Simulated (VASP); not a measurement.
A run of VASP 6.6.1:

Contents of INCAR:

```
PREC     = Accurate       # precision mode
ENCUT    = 520            # plane-wave cutoff, eV
EDIFF    = 1E-7           # SCF threshold, eV
ISMEAR   = 1              # smearing method
SIGMA    = 0.078          # smearing width, eV
LREAL    = False          # projectors in reciprocal space
LASPH    = True           # aspherical terms in the spheres
NELM     = 100            # most SCF steps
ALGO     = Normal         # electronic algorithm
ISIF     = 2              # what is computed and relaxed
LWAVE    = False          # write WAVECAR
LCHARG   = False          # write CHGCAR
GGA      = CA             # functional
NBANDS   = 16             # bands
```

KPOINTS

```
regular mesh
0
Gamma
  7 7 7
```

File POSCAR:

```
Si
1.0
   -3.4534696712      3.4534696712      1.9963955933
    3.4534696712     -3.4534696712      1.9963955933
    3.4534696712      3.4534696712     -1.9963955933
Si
4
Direct
    0.1788010000      0.1788010000      0.3576020000
    0.8211990000      0.8211990000      0.6423980000
    0.1788010000      0.8211990000      0.0000000000
    0.8211990000      0.1788010000      0.0000000000
```

Potentials or basis: VASP PAW LDA potentials, release 64 (Si).

Run with:

```sh
$ cat potpaw_LDA.64/Si/POTCAR > POTCAR
$ mpirun -np 1 vasp_std > vasp.out
```

Hardware: 1 thread of AMD EPYC 9R45 96-Core Processor (Zen 5), with other jobs on the host.

**Question.** Estimate the wall time of this run.

**Answer.** Run time: 36 s on 1 thread of AMD EPYC 9R45 96-Core Processor (Zen 5), on a shared host, peak memory 0.17 GiB. Counts: scf iterations 13, k points 40.
